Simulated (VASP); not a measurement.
# C (P6_3/mmc) in VASP: notebook, part 2 of 2

VASP 6.6.1. The steps go on from the part before.

## (4) Single point, PBEsol

This run uses another cell than the first one, of 9.53 Å³/atom, 1.005 times its volume.

The input, INCAR:

```
PREC     = Accurate       # precision mode
ENCUT    = 600            # plane-wave cutoff, eV
EDIFF    = 1E-6           # SCF threshold, eV
ISMEAR   = -1             # smearing method
SIGMA    = 0.15           # smearing width, eV
LREAL    = F              # projectors in reciprocal space
LASPH    = T              # aspherical terms in the spheres
NELM     = 120            # most SCF steps
ALGO     = Normal         # electronic algorithm
ISIF     = 2              # what is computed and relaxed
LWAVE    = F              # write WAVECAR
LCHARG   = F              # write CHGCAR
GGA      = PS             # functional
NBANDS   = 16             # bands
GGA_COMPAT= F
```

The input, KPOINTS:

```
regular mesh
0
Gamma
  18 18 6
```

The input, POSCAR:

```
C
1.0
    2.4589154306      0.0000000000      0.0000000000
   -1.2294577153      2.1294832287      0.0000000000
    0.0000000000      0.0000000000      7.2765550331
C
4
Direct
    0.0000000000      0.0000000000      0.0025000000
    0.0000000000      0.0000000000      0.5025000000
    0.3333333333      0.6666666667      0.0025000000
    0.6666666667      0.3333333333      0.5025000000
```

Potentials or basis: VASP PAW PBE potentials, release 64 (C).

Launch:

```console
cat potpaw_PBE.64/C/POTCAR > POTCAR
mpirun -np 1 vasp_std > vasp.out
```

OUTCAR:

```text
PREC = Accurate
   ENCUT = 600
   EDIFF = 1E-6
   ISMEAR = -1
   LREAL = F
   LASPH = T
   NELM = 120
   ISIF = 2
   GGA = PS

 ion  position               nearest neighbor table
   1  0.000  0.000  0.002-   3 1.42   3 1.42   3 1.42
   2  0.000  0.000  0.502-   4 1.42   4 1.42   4 1.42
   3  0.333  0.667  0.002-   1 1.42   1 1.42   1 1.42
   4  0.667  0.333  0.502-   2 1.42   2 1.42   2 1.42

  LATTYP: Found a hexagonal cell.
 ALAT       =     2.4589154306
 C/A-ratio  =     2.9592538818

  Lattice vectors:

 A1 = (   2.4589154306,   0.0000000000,   0.0000000000)
 A2 = (  -1.2294577153,   2.1294832287,   0.0000000000)
 A3 = (   0.0000000000,   0.0000000000,   7.2765550331)

Analysis of symmetry for initial positions (statically):
=====================================================================
 Subroutine PRICEL returns:
 Original cell was already a primitive cell.

 Routine SETGRP: Setting up the symmetry group for a
 hexagonal supercell.

 Subroutine GETGRP returns: Found 24 space group operations
 (whereof  6 operations were pure point group operations)
 out of a pool of 24 trial point group operations.

[... 171 lines left out ...]
 cond. band min:       3.9675607061   @ k =   0.3333   0.3333   0.5000
 fundamental gap:      0.0032569365
 Fermi energy:         3.9647322073

 k-point     1 :       0.0000    0.0000    0.0000
  band No.  band energies     occupation
      1     -15.6541      2.00000
      2     -15.4944      2.00000
      3      -4.3580      2.00000
      4      -3.0527      2.00000
      5       0.9719      2.00000
      6       0.9719      2.00000
[... 433 lines left out ...]
      3      -8.2861      2.00000
      4      -8.2037      2.00000
      5      -3.2954      2.00000
      6      -3.2596      2.00000
[... 8 lines left out ...]
     15      16.4607      0.00000
     16      17.6874      0.00000

 [... further k-points ...]

------------------------ aborting loop because EDIFF is reached ----------------------------------------

  FORCE on cell =-STRESS in cart. coord.  units (eV):
  Direction    XX          YY          ZZ          XY          YZ          ZX
  --------------------------------------------------------------------------------------
  -------------------------------------------------------------------------------------
  Total        0.1182440      0.1182440     -0.0693539      0.0000000     -0.0000000     -0.0000000
  in kB        4.9721695      4.9721695     -2.9163368      0.0000000     -0.0000000     -0.0000000
  external PRESSURE =       2.3426674 kB  Pullay stress =       0.0000000 kB

 VOLUME and BASIS-vectors are now :
 -----------------------------------------------------------------------------
  energy-cutoff  :      600.00
  volume of cell :       38.10
      direct lattice vectors                 reciprocal lattice vectors
     2.458915431  0.000000000  0.000000000     0.406683364  0.234798750  0.000000000
    -1.229457715  2.129483229  0.000000000     0.000000000  0.469597500  0.000000000
     0.000000000  0.000000000  7.276555033     0.000000000  0.000000000  0.137427669

 POSITION                                       TOTAL-FORCE (eV/Angst)
 -----------------------------------------------------------------------------------
      0.00000      0.00000      0.01819         0.000000      0.000000     -0.000000
      0.00000      0.00000      3.65647        -0.000000      0.000000      0.000000
     -0.00000      1.41966      0.01819         0.000000     -0.000000     -0.000000
      1.22946      0.70983      3.65647        -0.000000      0.000000      0.000000
 -----------------------------------------------------------------------------------
    total drift:                                0.000000      0.000000     -0.000016

  FREE ENERGIE OF THE ION-ELECTRON SYSTEM (eV)
  ---------------------------------------------------
  free  energy   TOTEN  =       -38.5909272664 eV

  energy  without entropy=      -38.5856548582  energy(sigma->0) =      -38.58829106
```

It took 60 s on 1 thread of Intel Xeon Platinum 8375C at 2.90GHz (Ice Lake), shared host; peak memory 0.21 GiB.

Results:

| Item | Value |
| --- | --- |
| Free energy | -38.5909 eV |
| Pressure | 0.2 GPa |
| Band gap on the k mesh | zero (band 8 reaches 3.96 eV, above the bottom of band 9 at 3.95 eV) |

Caveat: the PAW data sets were made with another functional, which shifts forces and pressure a little; this functional lacks dispersion, which binds the layers, so the pressure and a relaxed spacing across them are unreliable.

## (5) Overview

| cell | cutoff (eV) | smearing | gap on the mesh (eV) | pressure (GPa) |
| --- | --- | --- | --- | --- |
| a = 2.459, b = 2.459, c = 7.238 Å, angles 90.0, 90.0, 120.0°, 4 atoms | 520 | gaussian 0.1 eV | none | 0.6 |
| a = 2.459, b = 2.459, c = 7.277 Å, angles 90.0, 90.0, 120.0°, 4 atoms | 520 | fermi-dirac 0.15 eV | none | 0.6 |
| a = 2.459, b = 2.459, c = 7.277 Å, angles 90.0, 90.0, 120.0°, 4 atoms | 600 | fermi-dirac 0.15 eV | none | 0.2 |

Alike in all rows: task single point; level PBEsol; potentials or basis VASP PAW PBE potentials, release 64 (C); no spin polarisation; k mesh 18 × 18 × 6.

Caveats: the PAW data sets were made with another functional, which shifts forces and pressure a little; this functional lacks dispersion, which binds the layers, so the pressure and a relaxed spacing across them are unreliable.

Absolute energies hang on the potentials; compare differences alone.
